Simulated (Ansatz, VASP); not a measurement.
## One calculation of HCN, two programs

```
N C H
1.0
    -2.31606    2.31606    2.15990
     2.31606   -2.31606    2.15990
     2.31606    2.31606   -2.15990
N C H
1 1 1
Direct
  0.27193 0.27193 0.00000
  0.00367 0.00367 0.00000
  0.75210 0.75210 0.00000
```

Alike in both runs: task single point; functional PBE-based screened hybrid; k mesh 4 × 4 × 4; occupations fermi-dirac, width 0.05 eV; no spin polarisation.

```csv
,VASP,Ansatz
version,VASP 6.6.1,Ansatz 0.2.0
potentials or method,"VASP PAW PBE potentials, release 64 (N, C, H)",Ansatz PAW
plane-wave cutoff (eV),520,420
valence electrons in the cell,10,10
```

VASP gave:

* gap on the k mesh at the Fermi level (eV): 9.29
* least direct gap on the mesh (eV): 9.70
* pressure (GPa): -3.2
* traceless stress, the component that is largest in VASP (GPa): -6.35
* rms of the force components (eV/Å): 0.868

Which values does Ansatz return?

gap on the k mesh at the Fermi level (eV): 9.26; least direct gap on the mesh (eV): 9.68; pressure (GPa): -3.8; traceless stress, the component that is largest in VASP (GPa): -7.99; rms of the force components (eV/Å): 1.167.

VASP's potentials were made for PBE, not for PBE-based screened hybrid. Atom by atom the forces differ by 0.301 eV/Å (rms over components).

The k mesh is coarse, so the values compare programs but aren't converged. Noted on VASP's run: the standard files for N, O and F lose accuracy on very short bonds.
